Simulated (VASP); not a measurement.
# NiO2 (P-3m1) in VASP: notebook

The runs below take NiO2 through single point, with LDA.

Everything below comes from runs of VASP 6.6.1. Logs are shortened: lines on timing, memory, paths and dates and some standing lists are left out, and cuts for length are marked.

## Step 1: The cell of the first run

Symmetry: P-3m1, No. 164, trigonal system. The conventional cell has a = 2.763 Å, b = 2.763 Å, c = 4.206 Å, α = 90.00°, β = 90.00°, γ = 120.00°. Within 2.4 Å of Ni (site symmetry -3m) lie 6 O at 1.82 Å. Within 2.4 Å of O (site symmetry 3m) lie 3 Ni at 1.82 Å and 3 O at 2.36 Å.

## Step 2: Single point, LDA

Input file INCAR:

```
SYSTEM = NiO2
PREC     = Accurate       ! precision mode
ENCUT    = 700            ! plane-wave cutoff, eV
EDIFF    = 1E-6           ! SCF threshold, eV
ISMEAR   = 0              ! smearing method
SIGMA    = 0.05           ! smearing width, eV
LREAL    = .False.        ! projectors in reciprocal space
LASPH    = .True.         ! aspherical terms in the spheres
NELM     = 120            ! most SCF steps
ALGO     = Normal         ! electronic algorithm
ISIF     = 2              ! what is computed and relaxed
LWAVE    = .False.        ! write WAVECAR
LCHARG   = .False.        ! write CHGCAR
GGA      = CA             ! functional
NBANDS   = 22             ! bands
GGA_COMPAT= .False.
```

Input file KPOINTS:

```
regular mesh
0
Gamma
  12 12 6
  0 0 0
```

Input file POSCAR:

```
NiO2
1.0
    2.7627792314      0.0000000000      0.0000000000
   -1.3813896157      2.3926369995      0.0000000000
    0.0000000000      0.0000000000      4.2061363981
Ni O
1 2
Direct
    0.0000000000      0.0000000000      0.5000000000
    0.6666666667      0.3333333333      0.7067356968
    0.3333333333      0.6666666667      0.2932643032
```

Potentials or basis: VASP PAW LDA potentials, release 64 (Ni_sv_GW, O).

Started as:

```
$ cat potpaw_LDA.64/Ni_sv_GW/POTCAR potpaw_LDA.64/O/POTCAR > POTCAR
$ mpirun -np 1 vasp_std > vasp.out
```

OUTCAR:

```text
SYSTEM = NiO2
   PREC = Accurate
   ENCUT = 700
   EDIFF = 1E-6
   ISMEAR = 0
   LREAL = .False.
   LASPH = .True.
   NELM = 120
   ISIF = 2
   GGA = CA

 ion  position               nearest neighbor table
   1  0.000  0.000  0.500-   2 1.82   3 1.82   2 1.82   3 1.82   2 1.82   3 1.82
   2  0.667  0.333  0.707-   1 1.82   1 1.82   1 1.82
   3  0.333  0.667  0.293-   1 1.82   1 1.82   1 1.82

  LATTYP: Found a hexagonal cell.
 ALAT       =     2.7627792314
 C/A-ratio  =     1.5224294255

  Lattice vectors:

 A1 = (   2.7627792314,   0.0000000000,   0.0000000000)
 A2 = (  -1.3813896157,   2.3926369995,   0.0000000000)
 A3 = (   0.0000000000,   0.0000000000,   4.2061363981)

Analysis of symmetry for initial positions (statically):
=====================================================================
 Subroutine PRICEL returns:
 Original cell was already a primitive cell.

 Routine SETGRP: Setting up the symmetry group for a
 hexagonal supercell.

 Subroutine GETGRP returns: Found 12 space group operations
 (whereof 12 operations were pure point group operations)
 out of a pool of 24 trial point group operations.

The static configuration has the point symmetry D_3d.

Analysis of symmetry for dynamics (positions and initial velocities):
=====================================================================
 Subroutine PRICEL returns:
 Original cell was already a primitive cell.

 Routine SETGRP: Setting up the symmetry group for a
 hexagonal supercell.

 Subroutine GETGRP returns: Found 12 space group operations
 (whereof 12 operations were pure point group operations)
 out of a pool of 24 trial point group operations.

The dynamic configuration has the point symmetry D_3d.

 Subroutine INISYM returns: Found 12 space group operations
 (whereof 12 operations are pure point group operations),
 and found     1 'primitive' translations

----------------------------------------------------------------------------------------

                                     Primitive cell

  volume of cell :      27.8039

  direct lattice vectors                    reciprocal lattice vectors
     2.762779231  0.000000000  0.000000000     0.361954364  0.208974450  0.000000000
    -1.381389616  2.392637000  0.000000000     0.000000000  0.417948899  0.000000000
     0.000000000  0.000000000  4.206136398     0.000000000  0.000000000  0.237747877

  length of vectors
     2.762779231  2.762779231  4.206136398     0.417948899  0.417948899  0.237747877

  position of ions in fractional coordinates (direct lattice)
     0.000000000  0.000000000  0.500000000
     0.666666667  0.333333333  0.706735697
     0.333333333  0.666666667  0.293264303

  ion indices of the primitive-cell ions
   primitive index   ion index
                 1           1
                 2           2
                 3           3

----------------------------------------------------------------------------------------

 KPOINTS: regular mesh

Automatic generation of k-mesh.
 Grid dimensions read from file:
 generate k-points for:   12   12    6

 Generating k-lattice:

  Cartesian coordinates                     Fractional coordinates (reciprocal lattice)
     0.030162864  0.017414537  0.000000000     0.083333333  0.000000000  0.000000000
     0.000000000  0.034829075  0.000000000     0.000000000  0.083333333  0.000000000
     0.000000000  0.000000000  0.039624646     0.000000000  0.000000000  0.166666667

  Length of vectors
     0.034829075  0.034829075  0.039624646

  Shift w.r.t. Gamma in fractional coordinates (k-lattice)
     0.000000000  0.000000000  0.000000000

 Subroutine IBZKPT returns following result:
 ===========================================

 Found    100 irreducible k-points:

 Following reciprocal coordinates:
            Coordinates               Weight
  0.000000  0.000000  0.000000      1.000000
  0.083333  0.000000  0.000000      6.000000
  0.166667  0.000000  0.000000      6.000000
  0.250000  0.000000  0.000000      6.000000
  0.333333  0.000000  0.000000      6.000000
  0.416667  0.000000  0.000000      6.000000
[... 16 lines left out ...]
  0.166667  0.000000  0.166667      6.000000
  0.000000  0.166667  0.166667      6.000000
 [... further k-points ...]
   k-points           NKPTS =    100   k-points in BZ     NKDIM =    100   number of bands    NBANDS=     22
   number of dos      NEDOS =    301   number of ions     NIONS =      3
   total plane-waves  NPLWV =  20736
   dimension x,y,z NGX =    24 NGY =   24 NGZ =   36
   dimension x,y,z NGXF=    48 NGYF=   48 NGZF=   72
   ions per type =               1   2
   NGX,Y,Z   is equivalent  to a cutoff of  14.44, 14.44, 14.23 a.u.
   NGXF,Y,Z  is equivalent  to a cutoff of  28.88, 28.88, 28.46 a.u.
 SYSTEM =  NiO2
   PREC   = accura    normal or accurate (medium, high low for compatibility)
   ISTART =      0    job   : 0-new  1-cont  2-samecut
   ICHARG =      2    charge: 1-file 2-atom 10-const
   ISPIN  =      1    spin polarized calculation?
   LNONCOLLINEAR =      F non collinear calculations
   LSORBIT =      F    spin-orbit coupling
   LASPH  =      T    aspherical Exc in radial PAW
   ENCUT  =  700.0 eV  51.45 Ry    7.17 a.u.   5.96  5.96  9.07*2*pi/ulx,y,z
   NELM   =    120;   NELMIN=  2; NELMDL= -5     # of ELM steps
   EDIFF  = 0.1E-05   stopping-criterion for ELM
   LREAL  =      F    real-space projection
   EDIFFG = 0.1E-04   stopping-criterion for IOM
   NSW    =      0    number of steps for IOM
   IBRION =     -1    ionic relax: 0-MD 1-quasi-New 2-CG
   NFREE  =      0    steps in history (QN), initial steepest desc. (CG)
   ISIF   =      2    stress and relaxation
   ISYM   =      2    0-nonsym 1-usesym 2-fastsym
   POTIM  = 0.5000    time-step for ionic-motion
   TEBEG  =    0.0;   TEEND  =   0.0 temperature during run
   PSTRESS=    0.0 pullay stress
   NELECT =      30.0000    total number of electrons
   NUPDOWN=      -1.0000    fix difference up-down
   EMIN   =  10.00;   EMAX   =-10.00  energy-range for DOS
   EFERMI =   0.00;   METHOD = LEGACY
   ISMEAR =     0;   SIGMA  =   0.05  broadening in eV -4-tet -1-fermi 0-gaus
   EFERMI_NEDOS =   21; number of points for ismear=-14 and -15
   IALGO  =     38    algorithm
   IMIX   =      4    mixing-type and parameters
     AMIX     =   0.40;   BMIX     =  1.00
     AMIX_MAG =   1.60;   BMIX_MAG =  1.00
  volume/ion in A,a.u.               =       9.27        62.54
  Fermi-wavevector in a.u.,A,eV,Ry     =   1.679113  3.173063 38.360522  2.819419
  Thomas-Fermi vector in A             =   2.763082
   LORBIT       =      0    0 simple, 1 ext, 2 COOP (PROOUT), +10 PAW based schemes
   GGA     = CA    functional components
   LHFCALC =     F    Hartree Fock is set to
   AEXX    =    0.0000 exact exchange contribution
   IVDW    =     0    specifies the selected vdW correction
   LEPSILON=     F    determine dielectric tensor
   LRPA    =     F    only Hartree local field effects (RPA)
 non-spin polarized calculation
 Gauss-broadening in eV      SIGMA  =   0.05
  energy-cutoff  :      700.00
  volume of cell :       27.80
 maximum number of plane-waves:      1188
   NGX = 11   NGY = 11   NGZ = 19

 number of electron      30.0000000 magnetization

 Free energy of the ion-electron system (eV)
  ---------------------------------------------------
  ext. energy  EPLUGINS =         0.00000000
  ---------------------------------------------------
  free energy    TOTEN  =       -21.03266407 eV

  energy without entropy =      -21.03266407  energy(sigma->0) =      -21.03266407

 E-fermi :   4.0374     XC(G=0): -12.4023

 val. band max:        3.4903096136   @ k =   0.0833   0.0000   0.5000
 cond. band min:       4.2612105066   @ k =   0.3333   0.0000   0.3333
 fundamental gap:      0.7709008930
 Fermi energy:         4.0373877651

 k-point     1 :       0.0000    0.0000    0.0000
  band No.  band energies     occupation
      1    -100.0766      2.00000
      2     -61.1657      2.00000
      3     -61.1657      2.00000
      4     -60.7719      2.00000
      5     -17.0501      2.00000
      6     -13.6559      2.00000
[... 14 lines left out ...]
     21      23.0077      0.00000
     22      23.0077      0.00000

 k-point     2 :       0.0833    0.0000    0.0000
  band No.  band energies     occupation
      1    -100.0762      2.00000
      2     -61.1701      2.00000
      3     -61.1667      2.00000
      4     -60.7712      2.00000
      5     -16.9436      2.00000
      6     -13.6844      2.00000
[... 14 lines left out ...]
     21      22.1888      0.00000
     22      23.2826      0.00000

 k-point     3 :       0.1667    0.0000    0.0000
  band No.  band energies     occupation
      1    -100.0750      2.00000
      2     -61.1823      2.00000
      3     -61.1695      2.00000
      4     -60.7695      2.00000
      5     -16.6380      2.00000
      6     -13.7675      2.00000
[... 14 lines left out ...]
     21      20.7600      0.00000
     22      24.1954      0.00000

 k-point     4 :       0.2500    0.0000    0.0000
  band No.  band energies     occupation
      1    -100.0737      2.00000
      2     -61.1991      2.00000
      3     -61.1736      2.00000
      4     -60.7672      2.00000
      5     -16.1764      2.00000
      6     -13.8993      2.00000
[... 14 lines left out ...]
     21      19.8953      0.00000
     22      22.7064      0.00000

 k-point     5 :       0.3333    0.0000    0.0000
  band No.  band energies     occupation
      1    -100.0721      2.00000
      2     -61.2155      2.00000
      3     -61.1776      2.00000
      4     -60.7649      2.00000
      5     -15.6316      2.00000
      6     -14.0760      2.00000
[... 417 lines left out ...]
 k-point    22 :       0.0000    0.0833    0.1667
  band No.  band energies     occupation
      1    -100.0763      2.00000
      2     -61.1701      2.00000
      3     -61.1667      2.00000
      4     -60.7714      2.00000
      5     -16.8975      2.00000
      6     -13.7763      2.00000
[... 14 lines left out ...]
     21      22.2514      0.00000
     22      23.2639      0.00000

 k-point    23 :       0.1667    0.0000    0.1667
  band No.  band energies     occupation
      1    -100.0752      2.00000
      2     -61.1824      2.00000
      3     -61.1696      2.00000
      4     -60.7697      2.00000
      5     -16.5954      2.00000
      6     -13.8417      2.00000
[... 14 lines left out ...]
     21      20.8198      0.00000
     22      24.0455      0.00000

 k-point    24 :       0.0000    0.1667    0.1667
  band No.  band energies     occupation
      1    -100.0752      2.00000
      2     -61.1823      2.00000
      3     -61.1696      2.00000
      4     -60.7697      2.00000
      5     -16.5927      2.00000
      6     -13.8483      2.00000
[... 14 lines left out ...]
     21      20.8777      0.00000
     22      23.9564      0.00000

 [... further k-points ...]

------------------------ aborting loop because EDIFF is reached ----------------------------------------

  FORCE on cell =-STRESS in cart. coord.  units (eV):
  Direction    XX          YY          ZZ          XY          YZ          ZX
  --------------------------------------------------------------------------------------
  -------------------------------------------------------------------------------------
  Total        1.7230319      1.7230319      1.7824284      0.0000000      0.0000000      0.0000000
  in kB       99.2881830     99.2881830    102.7108485      0.0000000      0.0000000      0.0000000
  external PRESSURE =     100.4290715 kB  Pullay stress =       0.0000000 kB

 VOLUME and BASIS-vectors are now :
 -----------------------------------------------------------------------------
  energy-cutoff  :      700.00
  volume of cell :       27.80
      direct lattice vectors                 reciprocal lattice vectors
     2.762779231  0.000000000  0.000000000     0.361954364  0.208974450  0.000000000
    -1.381389616  2.392637000  0.000000000     0.000000000  0.417948899  0.000000000
     0.000000000  0.000000000  4.206136398     0.000000000  0.000000000  0.237747877

 POSITION                                       TOTAL-FORCE (eV/Angst)
 -----------------------------------------------------------------------------------
      0.00000      0.00000      2.10307         0.000000      0.000000     -0.000000
      1.38139      0.79755      2.97263        -0.000000      0.000000      1.177017
     -0.00000      1.59509      1.23351         0.000000      0.000000     -1.177017
 -----------------------------------------------------------------------------------
    total drift:                                0.000000      0.000000      0.000000

  FREE ENERGIE OF THE ION-ELECTRON SYSTEM (eV)
  ---------------------------------------------------
  free  energy   TOTEN  =       -21.0326640703 eV

  energy  without entropy=      -21.0326640703  energy(sigma->0) =      -21.03266407
```

It took 83 s on 1 thread of Intel Xeon Platinum 8175M at 2.50GHz (Skylake/Cascade Lake), shared host; peak memory 0.23 GiB.

What came out:

```
Free energy            : -21.0327 eV
Pressure               : 10.0 GPa
Largest force          : 1.177 eV/Å
Band gap on the k mesh : 0.77 eV (least direct gap 1.18 eV)
```

Forces in eV/Å, atoms in the order of the input:
```
Ni   0.000  0.000  0.000
O    0.000  0.000  1.177
O    0.000  0.000 -1.177
```

Stress tensor (GPa, compression positive):
```
 9.93  0.00  0.00
 0.00  9.93  0.00
 0.00  0.00 10.27
```

Caveat: the cell stands under pressure; semilocal functionals underestimate gaps, and a narrow one can read as zero; the run has no spin polarisation, though such a crystal can be magnetic; forces of over 1 eV/Å act on the atoms, so gaps and moduli don't describe the material at rest.

## Step 3: Single point, LDA

This run uses another cell than the first one, of the same volume but with other edges.

Input file INCAR:

```
SYSTEM = NiO2
ALGO = Normal
EDIFF = 1E-6
ENCUT = 700
GGA = CA
GGA_COMPAT = .False.
ISIF = 2
ISMEAR = 0
LASPH = .True.
LCHARG = .True.
LELF = .True.
LREAL = .False.
LVHAR = .True.
LWAVE = .False.
NBANDS = 22
NELM = 120
PREC = Accurate
SIGMA = 0.05
```

Input file KPOINTS:

```
k-points
0
Gamma
  12 12 6
  0 0 0
```

Input file POSCAR:

```
NiO2
1.0
    2.7239885620      0.0000000000      0.0000000000
   -1.3619942810      2.3590432943      0.0000000000
    0.0000000000      0.0000000000      4.3267834318
Ni O
1 2
Direct
    0.0000000000      0.0000000000      0.5000000000
    0.6666666667      0.3333333333      0.6948483030
    0.3333333333      0.6666666667      0.3051516970
```

Potentials or basis: VASP PAW LDA potentials, release 64 (Ni_sv_GW, O).

Started as:

```
$ cat potpaw_LDA.64/Ni_sv_GW/POTCAR potpaw_LDA.64/O/POTCAR > POTCAR
$ mpirun -np 1 vasp_std > vasp.out
```

Run time: 74 s. Hardware: 1 thread of Intel Xeon Platinum 8259CL at 2.50GHz (Skylake/Cascade Lake), shared host; peak memory 0.23 GiB.

Results (log left out):

```
Free energy            : -20.8432 eV
Pressure               : 24.6 GPa
Largest force          : 2.330 eV/Å
Band gap on the k mesh : 0.90 eV (least direct gap 1.38 eV)
```

Forces in eV/Å, atoms in the order of the input:
```
Ni   0.000  0.000  0.000
O    0.000  0.000  2.330
O    0.000  0.000 -2.330
```

Stress tensor (GPa, compression positive):
```
26.60  0.00  0.00
 0.00 26.60  0.00
 0.00  0.00 20.60
```

Levels at points of the mesh, in eV from the valence-band top:
| k point | band 12 | band 13 | band 14 | band 15 | band 16 | band 17 | band 18 | band 19 |
| --- | --- | --- | --- | --- | --- | --- | --- | --- |
| (0.00, 0.00, 0.00) | -1.67 | -1.67 | -1.26 | -0.43 | 2.43 | 2.43 | 8.10 | 11.23 |
| (0.50, 0.00, 0.00) | -2.65 | -2.38 | -2.19 | -1.28 | 1.54 | 2.39 | 12.82 | 13.12 |
| (0.00, 0.00, 0.50) | -2.78 | -1.71 | -1.71 | -0.02 | 2.49 | 2.49 | 9.97 | 11.12 |
| (0.50, 0.00, 0.50) | -2.38 | -2.20 | -1.87 | -1.42 | 1.55 | 2.28 | 11.45 | 13.30 |

Caveat: the stress differs along the axes, from 21 to 27 GPa; the run has no spin polarisation, though such a crystal can be magnetic; forces of over 1 eV/Å act on the atoms, so gaps and moduli don't describe the material at rest. A k mesh can miss the band edges.
